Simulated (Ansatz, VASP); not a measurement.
Two plane-wave programs on BiTe

```
Bi Te
1.0
     0.00000    3.23500    3.23500
     3.23500    0.00000    3.23500
     3.23500    3.23500    0.00000
Bi Te
1 1
Direct
  0.97682 0.97682 0.02318
  0.50000 0.50000 0.50000
```

Change from the starting cell: all Bi atoms moved +0.150 Å, as atom 1 towards its neighbour atom 2 (Te) at 3.235 Å.

Alike in both runs: task single point; functional PBE; k mesh 14 × 14 × 14; occupations gaussian, width 0.15 eV; no spin polarisation.

|  | VASP | Ansatz |
| --- | --- | --- |
| version | VASP 6.6.1 | Ansatz 0.2.0 |
| potentials or method | VASP PAW PBE potentials, release 64 (Bi_d, Te), cutoff 520 eV | scalar-relativistic, plane waves, PAW |
| valence electrons in the cell | 21 | 31 |

VASP gave:

| Item | Value |
| --- | --- |
| gap on the k mesh at the Fermi level (eV) | none |
| pressure (GPa) | 1.1 |
| traceless stress, the component that is largest in VASP (GPa) | 0.38 |
| rms of the force components (eV/Å) | 0.226 |

Which values does Ansatz return?

gap on the k mesh at the Fermi level (eV): none; pressure (GPa): 1.2; traceless stress, the component that is largest in VASP (GPa): 0.37; rms of the force components (eV/Å): 0.225.

Atom by atom the forces differ by 0.001 eV/Å (rms over components). A gap of «none» marks a metal or a gap that the smearing closes. VASP's potentials hold 21 valence electrons a cell and Ansatz's 31, so a difference there can come from the potentials and not from the codes.

Neither program's run includes spin-orbit coupling.
